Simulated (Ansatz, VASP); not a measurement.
**One calculation of SiO2, two programs**

```
CELL_PARAMETERS angstrom
3.80790 0.00000 0.00000
0.00000 3.80790 0.00000
0.00000 0.00000 3.80790
ATOMIC_POSITIONS crystal
Si 0.00000 0.00000 0.00000
Si 0.50000 0.50000 0.50000
O 0.25000 0.25000 0.25000
O 0.25000 0.75000 0.75000
O 0.75000 0.75000 0.25000
O 0.75000 0.25000 0.75000
```

Alike in both runs: functional PBE; k mesh 4 × 4 × 4; occupations gaussian, width 0.1 eV; no spin polarisation.

Ansatz relaxed the structure, and its values are those at the end. VASP's run is a single point on that final structure, the one shown.

|  | VASP | Ansatz |
| --- | --- | --- |
| version | VASP 6.6.1 | Ansatz 0.2.0 |
| potentials or method | VASP PAW PBE potentials, release 64 (Si, O), cutoff 520 eV | scalar-relativistic, plane waves, PAW |
| valence electrons in the cell | 32 | 32 |

|  | VASP | Ansatz | Ansatz less VASP |
| --- | --- | --- | --- |
| gap on the k mesh at the Fermi level (eV) | 4.52 | 4.52 | -0.001 |
| least direct gap on the mesh (eV) | 5.09 | 5.09 | -0.005 |
| pressure (GPa) | 0.0 | 0.0 | -0.03 |
